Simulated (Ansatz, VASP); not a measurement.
**Two plane-wave programs on SrTiO3**

Contents of INCAR:

```
PREC     = Accurate       # precision mode
ENCUT    = 520            # plane-wave cutoff, eV
EDIFF    = 1E-6           # SCF threshold, eV
ISMEAR   = 0              # smearing method
SIGMA    = 0.05           # smearing width, eV
LREAL    = F              # projectors in reciprocal space
LASPH    = T              # aspherical terms in the spheres
NELM     = 60             # most SCF steps
ALGO     = Normal         # electronic algorithm
ISIF     = 2              # what is computed and relaxed
LWAVE    = F              # write WAVECAR
LCHARG   = F              # write CHGCAR
GGA      = PE             # functional
NBANDS   = 51             # bands
```

Contents of KPOINTS:

```
Automatic mesh
0
Gamma
  8 8 8
```

File POSCAR:

```
SrTiO3
1.0
   -2.7155841018      2.8209617236      3.9861946828
    2.8209617236     -2.7155841018      3.9861946828
    2.7897454290      2.7897454290     -3.9120333556
Sr Ti O
2 2 6
Direct
    0.7500000000      0.2500000000      0.5000000000
    0.2500000000      0.7500000000      0.5000000000
    0.0000000000      0.0000000000      0.0000000000
    0.5000000000      0.5000000000      0.0000000000
    0.2500000000      0.2500000000      0.0000000000
    0.7500000000      0.7500000000      0.0000000000
    0.7280787197      0.2280787197      0.9561574394
    0.2280787197      0.2719212803      0.5000000000
    0.2719212803      0.7719212803      0.0438425606
    0.7719212803      0.7280787197      0.5000000000
```

Input for Ansatz:

```yaml
crystal:
  lattice:
    - [-2.7155841018, 2.8209617236, 3.9861946828]
    - [2.8209617236, -2.7155841018, 3.9861946828]
    - [2.789745429, 2.789745429, -3.9120333556]
  atoms:
    - { symbol: Sr, position: [0.75, 0.25, 0.5] }
    - { symbol: Sr, position: [0.25, 0.75, 0.5] }
    - { symbol: Ti, position: [0.0, 0.0, 0.0] }
    - { symbol: Ti, position: [0.5, 0.5, 0.0] }
    - { symbol: O, position: [0.25, 0.25, 0.0] }
    - { symbol: O, position: [0.75, 0.75, 0.0] }
    - { symbol: O, position: [0.7280787197, 0.2280787197, 0.9561574394] }
    - { symbol: O, position: [0.2280787197, 0.2719212803, 0.5] }
    - { symbol: O, position: [0.2719212803, 0.7719212803, 0.0438425606] }
    - { symbol: O, position: [0.7719212803, 0.7280787197, 0.5] }
basis:
  ecutwfc: 520.0
kpoints:
  mp_grid: { grid: [8, 8, 8] }
hamiltonian:
  xc: pbe
  pseudopotentials: { kind: paw, azcp: { folder: soft_1 } }
scf:
  occupations: { method: gaussian, width: 0.05 }
output:
  forces: true
  stress: true
  eigenvalues: true
```

Change from the starting cell: equal engineering shear yz, xz and xy +0.0267, equal normal strain along x, y and z +0.0100.

Alike in both runs: task single point; functional PBE; k mesh 8 × 8 × 8; occupations gaussian, width 0.05 eV; no spin polarisation.

```csv
,VASP,Ansatz
version,VASP 6.6.1,Ansatz 0.2.0
potentials or method,"VASP PAW PBE potentials, release 64 (Sr_sv, Ti_sv, O), cutoff 520 eV","scalar-relativistic, plane waves, PAW"
valence electrons in the cell,80,80
```

```tsv
	VASP	Ansatz	Ansatz less VASP
gap on the k mesh at the Fermi level (eV)	1.77	1.80	+0.030
least direct gap on the mesh (eV)	1.77	1.80	+0.031
pressure (GPa)	-4.0	-4.5	-0.57
traceless stress, the component that is largest in VASP (GPa)	-2.82	-2.81	+0.008
rms of the force components (eV/Å)	0.018	0.016	-0.0014
```

Atom by atom the forces differ by 0.002 eV/Å (rms over components). The functional is the same, so the differences come from potentials, cutoffs and numerics.
